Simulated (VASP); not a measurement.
Runs of VASP 6.6.1 on Na3H. The structure is that of space group Pm-3m (No. 221), or close to it. The cells are those of the table. 

| task | cell | k mesh | cutoff (eV) | gap on the mesh (eV) | pressure (GPa) | relaxed volume (Å³/atom) |
| --- | --- | --- | --- | --- | --- | --- |
| relaxation of cell and atoms | relaxed from a = 4.055 Å, 4 atoms | 4 × 4 × 4 | 600 | none | 0.2 | (a) |
| single point | a = 4.720 Å, 4 atoms | 10 × 10 × 10 | 520 | none | 0.0 | - |
| relaxation of cell and atoms | relaxed from a = 4.678 Å, 4 atoms | 10 × 10 × 10 | 600 | none | 0.0 | 26.12 |
| single point | a = 4.678 Å, 4 atoms | 4 × 4 × 4 | 520 | none | 0.3 | - |

Alike in all rows: level PBE; potentials or basis VASP PAW PBE potentials, release 64 (Na_pv, H); no spin polarisation; smearing gaussian 0.1 eV.

**Question.** Fill in the values left out.

**Answer.** (a) 25.60.

Caveats: some runs use coarse meshes; the volume moved by over 15 % at a fixed basis, so the end points are rough (at least some runs).

A gap of «none» marks levels without a gap at the run's occupations.
